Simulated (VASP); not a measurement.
A run of VASP 6.6.1 is set up as follows.

The input POSCAR:

```
Ir
1.0
    2.6390622030      0.0000000000      0.0000000000
   -1.3195311015      2.2854949100      0.0000000000
    0.0000000000      0.0000000000      4.1657580652
Ir
2
Direct
    0.3333333333      0.6666666667      0.2500000000
    0.6666666667      0.3333333333      0.7500000000
```

Contents of INCAR.step1:

```
SYSTEM = Ir
  PREC = Accurate
  ENCUT = 620
  ISMEAR = 0
  SIGMA = 0.1
  LREAL = .FALSE.
  LASPH = .TRUE.
  NELM = 120
  NBANDS = 24
  GGA = PE
  ALGO = Normal
  EDIFF = 1E-5
  LWAVE = .TRUE.
  LCHARG = .FALSE.
  GGA_COMPAT = .FALSE.
```

The input INCAR.step2:

```
SYSTEM = Ir
  PREC = Accurate
  ENCUT = 620
  EDIFF = 1E-6
  ISMEAR = 0
  SIGMA = 0.1
  LREAL = .FALSE.
  LASPH = .TRUE.
  NELM = 120
  ALGO = Normal
  ISIF = 2
  LWAVE = .FALSE.
  LCHARG = .FALSE.
  METAGGA = R2SCAN
  LMIXTAU = .TRUE.
  NBANDS = 24
  ISTART = 1
  GGA_COMPAT = .FALSE.
```

File KPOINTS:

```
Automatic mesh
0
G
  6 6 4
  0 0 0
```

Potentials or basis: VASP PAW PBE potentials, release 64 (Ir_sv_GW).

The run is started by

```sh
$ cat potpaw_PBE.64/Ir_sv_GW/POTCAR > POTCAR
$ cp INCAR.step1 INCAR
$ mpirun -np 1 vasp_std > vasp.out
$ cp INCAR.step2 INCAR
$ mpirun -np 1 vasp_std > vasp.out
```

(1) Estimate the band gap on the k mesh.

(2) What does it give for the pressure?

Answers

(1) zero (bands 17 and 18 overlap by 4.27 eV).

(2) 64.7 GPa.

Caveat: the k points lie up to 0.46 Å⁻¹ apart, too coarse for converged energies and pressures of a metal; the PAW data sets were made with another functional, which shifts forces and pressure a little; spin-orbit coupling is left out, which moves the levels of the heavy elements.
